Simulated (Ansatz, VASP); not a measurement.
**SnO2 in VASP and in Ansatz**

```
CELL_PARAMETERS angstrom
5.90183 0.00000 0.00000
-2.95091 5.11113 0.00000
0.00000 0.00000 6.56932
ATOMIC_POSITIONS crystal
Sn 0.00000 0.50000 0.33333
Sn 0.50000 0.50000 0.66667
Sn 0.50000 0.00000 0.00000
O 0.60671 0.80336 0.83333
O 0.80336 0.60671 0.50000
O 0.80336 0.19664 0.16667
O 0.39329 0.19664 0.83333
O 0.19664 0.39329 0.50000
O 0.19664 0.80336 0.16667
```

Alike in both runs: functional LDA; k mesh 6 × 6 × 4; occupations gaussian, width 0.02 eV; no spin polarisation.

Ansatz relaxed the structure, and its values are those at the end. VASP's run is a single point on that final structure, the one shown.

|  | VASP | Ansatz |
| --- | --- | --- |
| version | VASP 6.6.1 | Ansatz 0.2.0 |
| potentials or method | VASP PAW LDA potentials, release 64 (Sn_d, O), cutoff 520 eV | scalar-relativistic, plane waves, PAW |
| valence electrons in the cell | 78 | 78 |

VASP gave:

* gap on the k mesh at the Fermi level (eV): 2.02
* least direct gap on the mesh (eV): 2.08
* pressure (GPa): 0.4
* rms of the force components (eV/Å): 0.006

Q: Which values does Ansatz return?

A: gap on the k mesh at the Fermi level (eV): 2.02; least direct gap on the mesh (eV): 2.07; pressure (GPa): 0.0; rms of the force components (eV/Å): 0.003.

LDA's correlation is that of Perdew and Zunger in VASP and of Perdew and Wang (1992) in Ansatz.
